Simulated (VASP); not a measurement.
# InP: single point with PBE

Crystal: InP.

```
In P
1.0
     0.00000    2.95380    2.95380
     2.95380    0.00000    2.95380
     2.95380    2.95380    0.00000
In P
1 1
Direct
  0.00000 0.00000 0.00000
  0.25000 0.25000 0.25000
```

```yaml
Program: VASP 6.6.1
Task: single point
Functional: PBE
Potentials_or_basis: VASP PAW PBE potentials, release 64 (In_d, P)
Cutoff: 500 eV
k_mesh: 6 × 6 × 6
Occupations: gaussian, width 0.01 eV
Spin: no spin polarisation
Dipole_correction: no
Further_INCAR_settings: ALGO = Normal; EDIFF = 1e-06; NBANDS = 16
```

```json
{
  "Pressure": "1.6 GPa",
  "Band gap on the k mesh": "0.58 eV, direct"
}
```

Levels at points of the mesh, in eV from the valence-band top:
```
           k point  band 7  band 8  band 9  band 10  band 11  band 12
(0.00, 0.00, 0.00)    0.00    0.00    0.00     0.58     4.09     4.09
(0.50, 0.00, 0.00)   -5.61   -0.94   -0.94     1.44     4.80     4.80
(0.50, 0.50, 0.00)   -5.65   -2.24   -2.24     1.80     2.27     9.07
```

Wall time 8.8 s on 1 thread of Intel(R) Xeon(R) 6975P-C (Granite Rapids), on a shared host, peak memory 0.17 GiB.

Caveat: spin-orbit coupling is left out, which moves the levels of the heavy elements.
